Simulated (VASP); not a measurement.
Write the native input for VASP 6.6.1 that does the following.

- Task: single point
- Functional: PBE
- Potentials or basis: VASP PAW PBE potentials, release 64 (Sn_d, Te)
- Cutoff: 520 eV
- k mesh: 6 × 6 × 6
- Occupations: gaussian, width 0.1 eV
- Spin: no spin polarisation
- Dipole correction: no
- Further INCAR settings: ALGO = Normal; EDIFF = 1e-07; NBANDS = 17

The structure of SnTe lies in POSCAR:

```
SnTe
1.0
   -2.2658693206      2.2658693206      3.2377183005
    2.2658693206     -2.2658693206      3.2377183005
    2.2658693206      2.2658693206     -3.2377183005
Sn Te
1 1
Direct
    0.7029950800      0.7029950800      0.0000000000
    0.1720049200      0.1720049200      0.0000000000
```

The cell was generated, and may not be a known phase.

One way to write it, as run:

INCAR

```
SYSTEM = SnTe
PREC = Accurate
ENCUT = 520
EDIFF = 1E-7
ISMEAR = 0
SIGMA = 0.1
LREAL = .FALSE.
LASPH = .TRUE.
NELM = 100
ALGO = Normal
ISIF = 2
LWAVE = .FALSE.
LCHARG = .FALSE.
GGA = PE
NBANDS = 17
```

KPOINTS

```
regular mesh
0
G
  6 6 6
  0 0 0
```

Potentials or basis: VASP PAW PBE potentials, release 64 (Sn_d, Te).

Launch:

```sh
$ cat potpaw_PBE.64/Sn_d/POTCAR potpaw_PBE.64/Te/POTCAR > POTCAR
$ mpirun -np 1 vasp_std > vasp.out
```

Results of the run:

* Pressure: 0.0 GPa
* Largest force: 0.008 eV/Å
* Band gap on the k mesh: 0.51 eV

Caveat: semilocal functionals underestimate gaps, and a narrow one can read as zero; spin-orbit coupling is left out, which moves the levels of the heavy elements.

It took 38 s on 1 thread of Intel(R) Xeon(R) 6975P-C (Granite Rapids), with other jobs on the host, peak memory 0.21 GiB.
